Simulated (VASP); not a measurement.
The system is Ta.

```
Ta
1.0
    -1.65000    1.65000    1.65000
     1.65000   -1.65000    1.65000
     1.65000    1.65000   -1.65000
Ta
1
Cartesian
  0.0000 0.0000 0.0000
```

| Property | Result |
| --- | --- |
| Program | VASP 6.6.1 |
| Task | relaxation of cell and atoms |
| Functional | PBEsol |
| Potentials or basis | VASP PAW PBE potentials, release 64 (Ta_pv) |
| Cutoff | 500 eV |
| k mesh | 9 × 9 × 9 |
| Occupations | methfessel-paxton, width 0.05 eV |
| Spin | no spin polarisation |

At the start: pressure -3.6 GPa; volume 17.97 Å³/atom.

Question: Where does the relaxation end?

Answer: Over 4 steps the energy falls by 4.6 meV/atom and the volume is 17.58 Å³/atom (-2.2 %); space group Im-3m (No. 229, to 0.1 Å) before and after.

Step by step:
```tsv
step	energy change (eV)	largest force (eV/Å)	pressure (GPa)	volume (Å³)
1	0.0000	0.0000	-3.62	17.97
2	0.0114	0.0000	8.24	16.93
3	-0.0046	0.0000	-0.19	17.59
4	-0.0046	0.0000	-0.02	17.58
```

Final structure:
```
Ta
1.0
    -1.63794    1.63794    1.63794
     1.63794   -1.63794    1.63794
     1.63794    1.63794   -1.63794
Ta
1
Cartesian
  1.6379 1.6379 1.6379
```

Caveat: the PAW data sets were made with another functional, which shifts forces and pressure a little.
